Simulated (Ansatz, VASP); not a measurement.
## Na: VASP beside Ansatz

Contents of INCAR:

```
  PREC = Accurate
  ENCUT = 520
  EDIFF = 1E-6
  ISMEAR = -1
  SIGMA = 0.1
  LREAL = F
  LASPH = T
  NELM = 60
  ALGO = Normal
  ISIF = 2
  LWAVE = F
  LCHARG = T
  LELF = T
  LVHAR = T
  NBANDS = 10
```

KPOINTS

```
Automatic mesh
0
Gamma
  12 12 12
```

Contents of POSCAR:

```
Na
1.0
    0.0000000000      2.4516742284      2.4516742284
    2.4516742284      0.0000000000      2.4516742284
    2.4516742284      2.4516742284      0.0000000000
Na
1
Direct
    0.0000000000      0.0000000000      0.0000000000
```

Input for Ansatz:

```yaml
crystal:
  lattice:
    - [0.0, 2.4516742284, 2.4516742284]
    - [2.4516742284, 0.0, 2.4516742284]
    - [2.4516742284, 2.4516742284, 0.0]
  atoms:
    - { symbol: Na, position: [0.0, 0.0, 0.0] }
hamiltonian:
  xc: lda
  pseudopotentials:
    kind: paw
    azcp:
      Na: "pseudopotentials/Na.paw.azcp"
basis:
  ecutwfc: 420
  fft_grid_basis: typed
kpoints:
  mp_grid: { grid: [12, 12, 12], shift: [0, 0, 0] }
magnetization:
  spin_polarized: false
scf:
  occupations: { method: fermi_dirac, width: 0.1 }
  lower_state_search: "off"
output:
  stress: true
```

Alike in both runs: task single point; functional LDA; k mesh 12 × 12 × 12; occupations fermi-dirac, width 0.1 eV; no spin polarisation.

|  | VASP | Ansatz |
| --- | --- | --- |
| version | VASP 6.6.1 | Ansatz 0.2.0 |
| potentials or method | VASP PAW LDA potentials, release 64 (Na_pv), cutoff 520 eV | plane waves (420 eV) with PAW, scalar-relativistic |
| valence electrons in the cell | 7 | 9 |

|  | VASP | Ansatz | Ansatz less VASP |
| --- | --- | --- | --- |
| pressure (GPa) | 1.4 | 1.4 | +0.05 |

Ansatz warns that its potentials were made for another functional, while VASP's fit it. LDA's correlation is that of Perdew and Zunger in VASP and of Perdew and Wang (1992) in Ansatz. VASP's potentials hold 7 valence electrons a cell and Ansatz's 9, so a difference there can come from the potentials and not from the codes.
